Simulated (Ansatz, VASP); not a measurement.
Si: VASP beside Ansatz

```
CELL_PARAMETERS angstrom
6.59938 0.00000 0.00000
-3.29969 5.71523 0.00000
0.00000 0.00000 3.72666
ATOMIC_POSITIONS crystal
Si 0.21361 0.21361 0.50000
Si 0.53652 0.70722 0.69093
Si 0.70722 0.53652 0.30907
Si 0.78639 0.00000 0.16667
Si 0.17070 0.46348 0.02426
Si 0.29278 0.82930 0.35759
Si 0.46348 0.17070 0.97574
Si 0.82930 0.29278 0.64241
Si 0.00000 0.78639 0.83333
```

Alike in both runs: task relaxation of cell and atoms; functional PBE; k mesh 3 × 3 × 6; occupations gaussian, width 0.1 eV; no spin polarisation.

|  | VASP | Ansatz |
| --- | --- | --- |
| version | VASP 6.6.1 | Ansatz 0.2.0 |
| potentials or method | VASP PAW PBE potentials, release 64 (Si), cutoff 600 eV | scalar-relativistic, plane waves, PAW |
| valence electrons in the cell | 36 | 36 |

|  | VASP | Ansatz | Ansatz less VASP |
| --- | --- | --- | --- |
| gap on the k mesh at the Fermi level, each at its own relaxed structure (eV) | none | none | - |
| relaxed volume (Å³/atom) | 15.64 | 15.48 | -0.157 |
| relaxed cell length with the largest relative difference (Å) | 3.657 | 3.471 | -0.1862 |

A gap of «none» marks a metal or a gap that the smearing closes. One of these differences is far larger than is usual between the two programs; its cause wasn't traced.

The k mesh is coarse, so the values compare programs but aren't converged. Noted on VASP's run: too few bands were computed for a metal, which touches its energy and stress.
